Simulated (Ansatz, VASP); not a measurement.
## Pt: VASP beside Ansatz

File INCAR:

```
SYSTEM = Pt
PREC = Accurate
ENCUT = 600
EDIFF = 1E-7
ISMEAR = -1
SIGMA = 0.15
LREAL = .FALSE.
LASPH = .TRUE.
NELM = 100
ALGO = Fast
ISIF = 3
LWAVE = .FALSE.
LCHARG = .FALSE.
GGA = PS
IBRION = 2
NSW = 80
EDIFFG = -0.001
```

The input KPOINTS:

```
regular mesh
0
G
  18 18 10
  0 0 0
```

POSCAR

```
Pt
1.0
    2.7251696198      0.0000000000      0.0000000000
   -1.3625848099      2.3600661203      0.0000000000
    0.0000000000      0.0000000000      4.7068056324
Pt
2
Direct
    0.6666666667      0.3333333333      0.7500000000
    0.3333333333      0.6666666667      0.2500000000
```

Input for Ansatz:

```yaml
crystal:
  lattice:
    - [2.7251696198, 0.0, 0.0]
    - [-1.3625848099, 2.3600661203, 0.0]
    - [0.0, 0.0, 4.7068056324]
  atoms:
    - { symbol: Pt, position: [0.6666666667, 0.3333333333, 0.75] }
    - { symbol: Pt, position: [0.3333333333, 0.6666666667, 0.25] }
basis:
  ecutwfc: 420
kpoints:
  mp_grid: { grid: [18, 18, 10] }
hamiltonian:
  xc: pbesol
scf:
  occupations: { method: fermi_dirac, width: 0.15 }
output:
  forces: true
  stress: true
  eigenvalues: true
relax:
  adjacent_minimum: "off"
  f_tol: 0.001
  max_steps: 60
  cell: { stress_tol: 0.01 }
```

Alike in both runs: task relaxation of cell and atoms; functional PBEsol; k mesh 18 × 18 × 10; occupations fermi-dirac, width 0.15 eV; no spin polarisation.

|  | VASP | Ansatz |
| --- | --- | --- |
| version | VASP 6.6.1 | Ansatz 0.2.0 |
| potentials or method | VASP PAW PBE potentials, release 64 (Pt), cutoff 600 eV | scalar-relativistic, plane waves, PAW |
| valence electrons in the cell | 20 | 36 |

```csv
,VASP,Ansatz,Ansatz less VASP
"gap on the k mesh at the Fermi level, each at its own relaxed structure (eV)",none,none,-
relaxed volume (Å³/atom),15.15,15.17,+0.018
relaxed cell length with the largest relative difference (Å),4.667,4.671,+0.0042
```

VASP's potentials were made for PBE, not for PBEsol. A gap of «none» marks a metal or a gap that the smearing closes. VASP's potentials hold 20 valence electrons a cell and Ansatz's 36, so a difference there can come from the potentials and not from the codes.

Spin-orbit coupling is off throughout.
